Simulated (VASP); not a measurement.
Wanted: the native input for a VASP 6.6.1 run.

| Property | Result |
| --- | --- |
| Task | single point |
| Functional | PBE |
| Potentials or basis | VASP PAW PBE potentials, release 64 (In_d, S) |
| Cutoff | 520 eV |
| k mesh | 10 × 10 × 6 |
| Occupations | gaussian, width 0.1 eV |
| Spin | no spin polarisation |
| Dipole correction | no |
| Further INCAR settings | ALGO = Normal; EDIFF = 1e-06; NBANDS = 34 |

The structure of In3S2 lies in POSCAR:

```
In3S2
1.0
    4.2547143473      0.0000000000      0.0000000000
    0.0000000000      4.2547143473      0.0000000000
    0.0000000000      0.0000000000      7.6980668041
In S
3 2
Direct
    0.0000000000      0.0000000000      0.0000000000
    0.0000000000      0.0000000000      0.5000000000
    0.5000000000      0.5000000000      0.5000000000
    0.5000000000      0.5000000000      0.1830547571
    0.5000000000      0.5000000000      0.8169452429
```

The cell was built from a structure type or drawn by symmetry, and may not be a known phase.

One way to write it, as run:

INCAR

```
PREC = Accurate ; ENCUT = 520
EDIFF = 1E-6 ; ISMEAR = 0
SIGMA = 0.1 ; LREAL = False
LASPH = True ; NELM = 60
ALGO = Normal ; ISIF = 2
LWAVE = False ; LCHARG = False
GGA = PE ; NBANDS = 34
```

KPOINTS

```
regular mesh
0
Gamma
  10 10 6
```

Potentials or basis: VASP PAW PBE potentials, release 64 (In_d, S).

Command:

```bash
$ cat potpaw_PBE.64/In_d/POTCAR potpaw_PBE.64/S/POTCAR > POTCAR
$ mpirun -np 1 vasp_std > vasp.out
```

It gave:

- Pressure: -0.1 GPa
- Largest force: 0.025 eV/Å
- Band gap on the k mesh: zero (an odd number of electrons rules out a gap without spin polarisation)

Caveat: spin-orbit coupling is left out, which moves the levels of the heavy elements.

Run time: 8.5 min on 1 thread of Intel Xeon 8259CL, on a shared host, peak memory 0.44 GiB.
